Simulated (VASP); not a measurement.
AlNi, 2 atoms in the cell. The typed cell holds 2 atoms: a = 2.752 Å, b = 2.752 Å, c = 3.099 Å, α = 90.00°, β = 90.00°, γ = 90.43°.  This cell differs from its parent crystal: atoms moved at random.

* Program: VASP 6.6.1
* Task: single point
* Functional: PBEsol
* Potentials or basis: VASP PAW PBE potentials, release 64 (Ni, Al)
* Cutoff: 520 eV
* k mesh: 10 × 10 × 9
* Occupations: fermi-dirac, width 0.05 eV
* Spin: collinear spin, ferromagnetic start
* Starting moments: [1.0, 0.0] μB
* Dipole correction: no
* Further INCAR settings: ALGO = Fast; EDIFF = 1e-06; NBANDS = 18

Potentials or basis: VASP PAW PBE potentials, release 64 (Ni, Al).

Launch:

```console
$ cat potpaw_PBE.64/Ni/POTCAR potpaw_PBE.64/Al/POTCAR > POTCAR
$ mpirun -np 1 vasp_std > vasp.out
```

Hardware: 1 thread of Oxide Virtual Turin-like Processor, with other jobs on the host.

Task: How long does it take, and how much memory?

Result: Wall time 9.3 min on 1 thread of Oxide Virtual Turin-like Processor, with other jobs on the host, peak memory 0.33 GiB. Counts: scf iterations 14, k points 452.
